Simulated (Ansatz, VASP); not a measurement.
Ta in VASP and in Ansatz

File INCAR:

```
SYSTEM = Ta
  PREC = Accurate
  ENCUT = 600
  EDIFF = 1E-7
  ISMEAR = -1
  SIGMA = 0.05
  LREAL = .False.
  LASPH = .True.
  NELM = 60
  ALGO = Normal
  ISIF = 3
  LWAVE = .False.
  LCHARG = .False.
  GGA = PE
  IVDW = 13
  IBRION = 2
  NSW = 100
  EDIFFG = -0.005
```

File KPOINTS:

```
Automatic mesh
0
Gamma
  14 14 14
  0 0 0
```

The input POSCAR:

```
Ta
1.0
   -1.6512800000      1.6512800000      1.6512800000
    1.6512800000     -1.6512800000      1.6512800000
    1.6512800000      1.6512800000     -1.6512800000
Ta
1
Direct
    0.0000000000      0.0000000000      0.0000000000
```

Input for Ansatz:

```yaml
crystal:
  lattice:
    - [-1.65128, 1.65128, 1.65128]
    - [1.65128, -1.65128, 1.65128]
    - [1.65128, 1.65128, -1.65128]
  atoms:
    - { symbol: Ta, position: [0.0, 0.0, 0.0] }
kpoints:
  mp_grid: { grid: [14, 14, 14] }
scf:
  occupations: { method: fermi_dirac, width: 0.05 }
hamiltonian:
  xc: pbe
  pseudopotentials: { kind: paw }
  dispersion: d4
output:
  forces: true
  stress: true
  efg: { contact_densities: true }
relax:
  f_tol: 0.005
  max_steps: 80
  cell: {}
```

Alike in both runs: task relaxation of cell and atoms; functional PBE; dispersion D4; k mesh 14 × 14 × 14; occupations fermi-dirac, width 0.05 eV; no spin polarisation.

```csv
,VASP,Ansatz
version,VASP 6.6.1,Ansatz 0.2.0
potentials or method,"VASP PAW PBE potentials, release 64 (Ta_pv)","PAW with Ansatz's default frozen-core files, scalar-relativistic"
plane-wave cutoff (eV),600,420
valence electrons in the cell,11,13
```

VASP gave:

| Property | Result |
| --- | --- |
| relaxed volume (Å³/atom) | 18.05 |
| relaxed cell length with the largest relative difference (Å) | 2.862 |

Estimate Ansatz's values.

relaxed volume (Å³/atom): 18.03; relaxed cell length with the largest relative difference (Å): 2.861.

VASP's potentials hold 11 valence electrons a cell and Ansatz's 13, so a difference there can come from the potentials and not from the codes.

Neither program's run includes spin-orbit coupling.
